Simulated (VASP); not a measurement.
# SiO2 (P4_2/mnm) in VASP: notebook

Runs on SiO2. Level: LDA. Tasks: single point.

Program: VASP 6.6.1. These are calculated values, not measurements. Logs are shortened: lines on timing, memory, paths and dates and some standing lists are left out, and cuts for length are marked.

### Step 1. The cell of the first run

Symmetry: P4_2/mnm, No. 136, tetragonal system. Conventional cell: a = 4.080 Å, b = 4.080 Å, c = 2.342 Å, α = 90.00°, β = 90.00°, γ = 90.00°. Within 2.2 Å of Si (site symmetry mmm) lie 6 O at 1.62 to 1.76 Å. O (site symmetry m2m) has 3 Si at 1.62 to 1.76 Å within 2.2 Å.

### Step 2. Single point, LDA

INCAR

```
SYSTEM = SiO2
PREC     = Accurate       ! precision mode
ENCUT    = 520            ! plane-wave cutoff, eV
EDIFF    = 1E-6           ! SCF threshold, eV
ISMEAR   = 0              ! smearing method
SIGMA    = 0.05           ! smearing width, eV
LREAL    = .FALSE.        ! projectors in reciprocal space
LASPH    = .TRUE.         ! aspherical terms in the spheres
NELM     = 100            ! most SCF steps
ALGO     = Normal         ! electronic algorithm
ISIF     = 2              ! what is computed and relaxed
LWAVE    = .FALSE.        ! write WAVECAR
LCHARG   = .FALSE.        ! write CHGCAR
GGA      = CA             ! functional
NBANDS   = 25             ! bands
```

KPOINTS

```
regular mesh
0
G
  6 6 8
  0 0 0
```

POSCAR

```
SiO2
1.0
    4.0804000000      0.0000000000      0.0000000000
    0.0000000000      4.0804000000      0.0000000000
    0.0000000000      0.0000000000      2.3420000000
Si O
2 4
Direct
    0.5000000000      0.5000000000      0.5000000000
    0.0000000000      0.0000000000      0.0000000000
    0.6944252994      0.6944252994      0.0000000000
    0.1944252994      0.8055747006      0.5000000000
    0.3055747006      0.3055747006      0.0000000000
    0.8055747006      0.1944252994      0.5000000000
```

Potentials or basis: VASP PAW LDA potentials, release 64 (Si, O).

Started as:

```sh
$ cat potpaw_LDA.64/Si/POTCAR potpaw_LDA.64/O/POTCAR > POTCAR
$ mpirun -np 1 vasp_std > vasp.out
```

OUTCAR:

```text
SYSTEM = SiO2
   PREC = Accurate
   ENCUT = 520
   EDIFF = 1E-6
   ISMEAR = 0
   LREAL = .FALSE.
   LASPH = .TRUE.
   NELM = 100
   ISIF = 2
   GGA = CA

 ion  position               nearest neighbor table
   1  0.500  0.500  0.500-   3 1.62   5 1.62   3 1.62   5 1.62   4 1.76   6 1.76   2 3.11   2 3.11
                             2 3.11   2 3.11   2 3.11   2 3.11   2 3.11   2 3.11
   2  0.000  0.000  0.000-   4 1.62   6 1.62   4 1.62   6 1.62   5 1.76   3 1.76   1 3.11   1 3.11
                             1 3.11   1 3.11   1 3.11   1 3.11   1 3.11   1 3.11
   3  0.694  0.694  0.000-   1 1.62   1 1.62   2 1.76
   4  0.194  0.806  0.500-   2 1.62   2 1.62   1 1.76
   5  0.306  0.306  0.000-   1 1.62   1 1.62   2 1.76
   6  0.806  0.194  0.500-   2 1.62   2 1.62   1 1.76

  LATTYP: Found a simple tetragonal cell.
 ALAT       =     4.0804000000
 C/A-ratio  =     0.5739633369

  Lattice vectors:

 A1 = (   4.0804000000,   0.0000000000,   0.0000000000)
 A2 = (   0.0000000000,   4.0804000000,   0.0000000000)
 A3 = (   0.0000000000,   0.0000000000,   2.3420000000)

Analysis of symmetry for initial positions (statically):
=====================================================================
 Subroutine PRICEL returns:
 Original cell was already a primitive cell.

 Routine SETGRP: Setting up the symmetry group for a
 simple tetragonal supercell.

 Subroutine GETGRP returns: Found 16 space group operations
 (whereof  8 operations were pure point group operations)
 out of a pool of 16 trial point group operations.

The static configuration has the point symmetry D_2h.
 The point group associated with its full space group is D_4h.

Analysis of symmetry for dynamics (positions and initial velocities):
=====================================================================
 Subroutine PRICEL returns:
 Original cell was already a primitive cell.

 Routine SETGRP: Setting up the symmetry group for a
 simple tetragonal supercell.

 Subroutine GETGRP returns: Found 16 space group operations
 (whereof  8 operations were pure point group operations)
 out of a pool of 16 trial point group operations.

The dynamic configuration has the point symmetry D_2h.
 The point group associated with its full space group is D_4h.

 Subroutine INISYM returns: Found 16 space group operations
 (whereof  8 operations are pure point group operations),
 and found     1 'primitive' translations

----------------------------------------------------------------------------------------

                                     Primitive cell

  volume of cell :      38.9935

  direct lattice vectors                    reciprocal lattice vectors
     4.080400000  0.000000000  0.000000000     0.245074012  0.000000000  0.000000000
     0.000000000  4.080400000  0.000000000     0.000000000  0.245074012  0.000000000
     0.000000000  0.000000000  2.342000000     0.000000000  0.000000000  0.426985482

  length of vectors
     4.080400000  4.080400000  2.342000000     0.245074012  0.245074012  0.426985482

  position of ions in fractional coordinates (direct lattice)
     0.500000000  0.500000000  0.500000000
     0.000000000  0.000000000  0.000000000
     0.694425299  0.694425299  0.000000000
     0.194425299  0.805574701  0.500000000
     0.305574701  0.305574701  0.000000000
     0.805574701  0.194425299  0.500000000

  ion indices of the primitive-cell ions
   primitive index   ion index
                 1           1
                 2           2
                 3           3
                 4           4
                 5           5
                 6           6

----------------------------------------------------------------------------------------

 KPOINTS: regular mesh

Automatic generation of k-mesh.
 Grid dimensions read from file:
 generate k-points for:    6    6    8

 Generating k-lattice:

  Cartesian coordinates                     Fractional coordinates (reciprocal lattice)
     0.040845669  0.000000000  0.000000000     0.166666667  0.000000000  0.000000000
     0.000000000  0.040845669  0.000000000     0.000000000  0.166666667  0.000000000
     0.000000000  0.000000000  0.053373185     0.000000000  0.000000000  0.125000000

  Length of vectors
     0.040845669  0.040845669  0.053373185

  Shift w.r.t. Gamma in fractional coordinates (k-lattice)
     0.000000000  0.000000000  0.000000000

 Subroutine IBZKPT returns following result:
 ===========================================

 Found     50 irreducible k-points:

 Following reciprocal coordinates:
            Coordinates               Weight
  0.000000  0.000000  0.000000      1.000000
  0.166667  0.000000  0.000000      4.000000
  0.333333  0.000000  0.000000      4.000000
  0.500000  0.000000  0.000000      2.000000
  0.166667  0.166667  0.000000      4.000000
  0.333333  0.166667  0.000000      8.000000
[... 16 lines left out ...]
  0.333333  0.000000  0.250000      8.000000
  0.500000  0.000000  0.250000      4.000000
 [... further k-points ...]
   k-points           NKPTS =     50   k-points in BZ     NKDIM =     50   number of bands    NBANDS=     25
   number of dos      NEDOS =    301   number of ions     NIONS =      6
   total plane-waves  NPLWV =  16200
   dimension x,y,z NGX =    30 NGY =   30 NGZ =   18
   dimension x,y,z NGXF=    60 NGYF=   60 NGZF=   36
   ions per type =               2   4
   NGX,Y,Z   is equivalent  to a cutoff of  12.22, 12.22, 12.78 a.u.
   NGXF,Y,Z  is equivalent  to a cutoff of  24.45, 24.45, 25.55 a.u.
 SYSTEM =  SiO2
   PREC   = accura    normal or accurate (medium, high low for compatibility)
   ISTART =      0    job   : 0-new  1-cont  2-samecut
   ICHARG =      2    charge: 1-file 2-atom 10-const
   ISPIN  =      1    spin polarized calculation?
   LNONCOLLINEAR =      F non collinear calculations
   LSORBIT =      F    spin-orbit coupling
   LASPH  =      T    aspherical Exc in radial PAW
   ENCUT  =  520.0 eV  38.22 Ry    6.18 a.u.   7.59  7.59  4.35*2*pi/ulx,y,z
   NELM   =    100;   NELMIN=  2; NELMDL= -5     # of ELM steps
   EDIFF  = 0.1E-05   stopping-criterion for ELM
   LREAL  =      F    real-space projection
   EDIFFG = 0.1E-04   stopping-criterion for IOM
   NSW    =      0    number of steps for IOM
   IBRION =     -1    ionic relax: 0-MD 1-quasi-New 2-CG
   NFREE  =      0    steps in history (QN), initial steepest desc. (CG)
   ISIF   =      2    stress and relaxation
   ISYM   =      2    0-nonsym 1-usesym 2-fastsym
   POTIM  = 0.5000    time-step for ionic-motion
   TEBEG  =    0.0;   TEEND  =   0.0 temperature during run
   PSTRESS=    0.0 pullay stress
   NELECT =      32.0000    total number of electrons
   NUPDOWN=      -1.0000    fix difference up-down
   EMIN   =  10.00;   EMAX   =-10.00  energy-range for DOS
   EFERMI =   0.00;   METHOD = LEGACY
   ISMEAR =     0;   SIGMA  =   0.05  broadening in eV -4-tet -1-fermi 0-gaus
   EFERMI_NEDOS =   21; number of points for ismear=-14 and -15
   IALGO  =     38    algorithm
   IMIX   =      4    mixing-type and parameters
     AMIX     =   0.40;   BMIX     =  1.00
     AMIX_MAG =   1.60;   BMIX_MAG =  1.00
  volume/ion in A,a.u.               =       6.50        43.86
  Fermi-wavevector in a.u.,A,eV,Ry     =   1.532713  2.896407 31.962910  2.349208
  Thomas-Fermi vector in A             =   2.639880
   LORBIT       =      0    0 simple, 1 ext, 2 COOP (PROOUT), +10 PAW based schemes
   GGA     = CA    functional components
   LHFCALC =     F    Hartree Fock is set to
   AEXX    =    0.0000 exact exchange contribution
   IVDW    =     0    specifies the selected vdW correction
   LEPSILON=     F    determine dielectric tensor
   LRPA    =     F    only Hartree local field effects (RPA)
 non-spin polarized calculation
 Gauss-broadening in eV      SIGMA  =   0.05
  energy-cutoff  :      520.00
  volume of cell :       38.99
 maximum number of plane-waves:      1065
   NGX = 15   NGY = 15   NGZ =  9

 number of electron      32.0000014 magnetization

 Free energy of the ion-electron system (eV)
  ---------------------------------------------------
  ext. energy  EPLUGINS =         0.00000000
  ---------------------------------------------------
  free energy    TOTEN  =       -49.38713302 eV

  energy without entropy =      -49.38713302  energy(sigma->0) =      -49.38713302

 E-fermi :  10.8009     XC(G=0): -13.6260

 val. band max:       10.4607104549   @ k =   0.0000   0.0000   0.0000
 cond. band min:      19.3810978853   @ k =   0.5000   0.5000   0.5000
 fundamental gap:      8.9203874304
 Fermi energy:        10.8009385986

 k-point     1 :       0.0000    0.0000    0.0000
  band No.  band energies     occupation
      1     -13.9239      2.00000
      2      -9.5277      2.00000
      3      -9.5277      2.00000
      4      -9.4819      2.00000
      5      -1.4465      2.00000
      6       2.3953      2.00000
[... 17 lines left out ...]
     24      26.3444      0.00000
     25      27.6717      0.00000

 k-point     2 :       0.1667    0.0000    0.0000
  band No.  band energies     occupation
      1     -13.7608      2.00000
      2     -10.4775      2.00000
      3      -9.4352      2.00000
      4      -8.8657      2.00000
      5      -1.4024      2.00000
      6       1.6567      2.00000
[... 17 lines left out ...]
     24      26.4027      0.00000
     25      27.5361      0.00000

 k-point     3 :       0.3333    0.0000    0.0000
  band No.  band energies     occupation
      1     -13.2822      2.00000
      2     -11.5470      2.00000
      3      -9.1863      2.00000
      4      -8.6933      2.00000
      5      -1.1321      2.00000
      6       0.5011      2.00000
[... 17 lines left out ...]
     24      26.9370      0.00000
     25      27.0141      0.00000

 k-point     4 :       0.5000    0.0000    0.0000
  band No.  band energies     occupation
      1     -12.5219      2.00000
      2     -12.5219      2.00000
      3      -8.8776      2.00000
      4      -8.8776      2.00000
      5      -0.4851      2.00000
      6      -0.4851      2.00000
[... 17 lines left out ...]
     24      26.3553      0.00000
     25      27.2504      0.00000

 k-point     5 :       0.1667    0.1667    0.0000
  band No.  band energies     occupation
      1     -13.6018      2.00000
      2     -10.7207      2.00000
      3      -9.6585      2.00000
      4      -8.6967      2.00000
      5      -1.2806      2.00000
      6       1.8650      2.00000
[... 17 lines left out ...]
     24      26.6162      0.00000
     25      27.3388      0.00000

 k-point     6 :       0.3333    0.1667    0.0000
  band No.  band energies     occupation
      1     -13.1370      2.00000
      2     -11.5153      2.00000
      3      -9.5269      2.00000
      4      -8.7831      2.00000
      5      -0.8398      2.00000
      6       0.9526      2.00000
[... 17 lines left out ...]
     24      26.6572      0.00000
     25      27.2425      0.00000
[... 393 lines left out ...]
 k-point    21 :       0.0000    0.0000    0.2500
  band No.  band energies     occupation
      1     -12.7664      2.00000
      2      -9.0611      2.00000
      3      -8.8080      2.00000
      4      -8.8080      2.00000
      5      -0.8582      2.00000
      6       2.9474      2.00000
[... 17 lines left out ...]
     24      26.2441      0.00000
     25      26.4013      0.00000

 k-point    22 :       0.1667    0.0000    0.2500
  band No.  band energies     occupation
      1     -12.6155      2.00000
      2      -9.7223      2.00000
      3      -8.7418      2.00000
      4      -8.4357      2.00000
      5      -0.6480      2.00000
      6       2.2218      2.00000
[... 17 lines left out ...]
     24      26.2119      0.00000
     25      26.3712      0.00000

 k-point    23 :       0.3333    0.0000    0.2500
  band No.  band energies     occupation
      1     -12.1752      2.00000
      2     -10.6237      2.00000
      3      -8.5700      2.00000
      4      -8.2845      2.00000
      5      -0.1520      2.00000
      6       1.2444      2.00000
[... 17 lines left out ...]
     24      25.8705      0.00000
     25      26.4009      0.00000

 k-point    24 :       0.5000    0.0000    0.2500
  band No.  band energies     occupation
      1     -11.4853      2.00000
      2     -11.4853      2.00000
      3      -8.3749      2.00000
      4      -8.3749      2.00000
      5       0.4624      2.00000
      6       0.4624      2.00000
[... 17 lines left out ...]
     24      25.8217      0.00000
     25      26.7129      0.00000

 [... further k-points ...]
[... 5 lines left out ...]
  --------------------------------------------------------------------------------------
  -------------------------------------------------------------------------------------
  Total       13.5421827     13.5421827     38.8196830     -0.0000000      0.0000000      0.0000000
  in kB      556.4253158    556.4253158   1595.0349307     -0.0000000      0.0000000      0.0000000
  external PRESSURE =     902.6285207 kB  Pullay stress =       0.0000000 kB

 VOLUME and BASIS-vectors are now :
 -----------------------------------------------------------------------------
  energy-cutoff  :      520.00
  volume of cell :       38.99
      direct lattice vectors                 reciprocal lattice vectors
     4.080400000  0.000000000  0.000000000     0.245074012  0.000000000  0.000000000
     0.000000000  4.080400000  0.000000000     0.000000000  0.245074012  0.000000000
     0.000000000  0.000000000  2.342000000     0.000000000  0.000000000  0.426985482

 POSITION                                       TOTAL-FORCE (eV/Angst)
 -----------------------------------------------------------------------------------
      2.04020      2.04020      1.17100        -0.000000      0.000000     -0.000000
      0.00000      0.00000      0.00000        -0.000000      0.000000     -0.000000
      2.83353      2.83353      0.00000         1.129263      1.129263      0.000000
      0.79333      3.28707      1.17100         1.129263     -1.129263     -0.000000
      1.24687      1.24687      0.00000        -1.129263     -1.129263     -0.000000
      3.28707      0.79333      1.17100        -1.129263      1.129263      0.000000
 -----------------------------------------------------------------------------------
    total drift:                               -0.000000      0.000000      0.000000

  FREE ENERGIE OF THE ION-ELECTRON SYSTEM (eV)
  ---------------------------------------------------
  free  energy   TOTEN  =       -49.3871330179 eV

  energy  without entropy=      -49.3871330179  energy(sigma->0) =      -49.38713302
```

It took 14 s on 1 thread of Intel Xeon 6975P-C (Granite Rapids), shared host; peak memory 0.15 GiB.

Results:

```
Free energy            : -49.3871 eV
Pressure               : 90.3 GPa
Largest force          : 1.597 eV/Å
Band gap on the k mesh : 8.92 eV, indirect (least direct gap 9.02 eV)
```

Forces in eV/Å, atoms in the order of the input:
```
Si   0.000  0.000  0.000
Si   0.000  0.000  0.000
O    1.129  1.129  0.000
O    1.129 -1.129  0.000
O   -1.129 -1.129  0.000
O   -1.129  1.129  0.000
```

Caveat: forces of over 1 eV/Å act on the atoms, so gaps and moduli don't describe the material at rest. A k mesh can miss the band edges.

(Continued in part 2 of 2.)
